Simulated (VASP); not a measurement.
Set up this calculation in VASP 6.6.1, as the native input.

```
Task                   : single point
Functional             : PBEsol
Potentials or basis    : VASP PAW PBE potentials, release 64 (Ni, O)
Cutoff                 : 520 eV
k mesh                 : 12 × 12 × 6
Occupations            : gaussian, width 0.05 eV
Spin                   : no spin polarisation
Dipole correction      : no
Further INCAR settings : ALGO = Normal; EDIFF = 1e-07; NBANDS = 18
```

The structure of NiO2 lies in POSCAR:

```
NiO2
1.0
    2.7304424938      0.0000000000      0.0000000000
   -1.3652212469      2.3646325632      0.0000000000
    0.0000000000      0.0000000000      5.1695467736
Ni O
1 2
Direct
    0.0000000000      0.0000000000      0.5000000000
    0.6666666667      0.3333333333      0.6625222406
    0.3333333333      0.6666666667      0.3374777594
```

This cell differs from its parent crystal: c/a of the conventional cell at fixed volume 1.8933.

These files were run (other wordings do the same):

INCAR

```
  PREC = Accurate
  ENCUT = 520
  EDIFF = 1E-7
  ISMEAR = 0
  SIGMA = 0.05
  LREAL = False
  LASPH = True
  NELM = 100
  ALGO = Normal
  ISIF = 2
  LWAVE = False
  LCHARG = False
  GGA = PS
  NBANDS = 18
```

KPOINTS

```
regular mesh
0
Gamma
  12 12 6
```

Potentials or basis: VASP PAW PBE potentials, release 64 (Ni, O).

The run is started by

```console
$ cat potpaw_PBE.64/Ni/POTCAR potpaw_PBE.64/O/POTCAR > POTCAR
$ mpirun -np 1 vasp_std > vasp.out
```

It gave:

| Property | Result |
| --- | --- |
| Pressure | 25.6 GPa |
| Largest force | 2.743 eV/Å |
| Band gap on the k mesh | 1.20 eV, indirect (least direct gap 1.63 eV) |

Caveat: the PAW data sets were made with another functional, which shifts forces and pressure a little.

Run time: 100 s on 1 thread of AMD EPYC 7R43 64-Core Processor (Zen 3), on a shared host, peak memory 0.15 GiB.
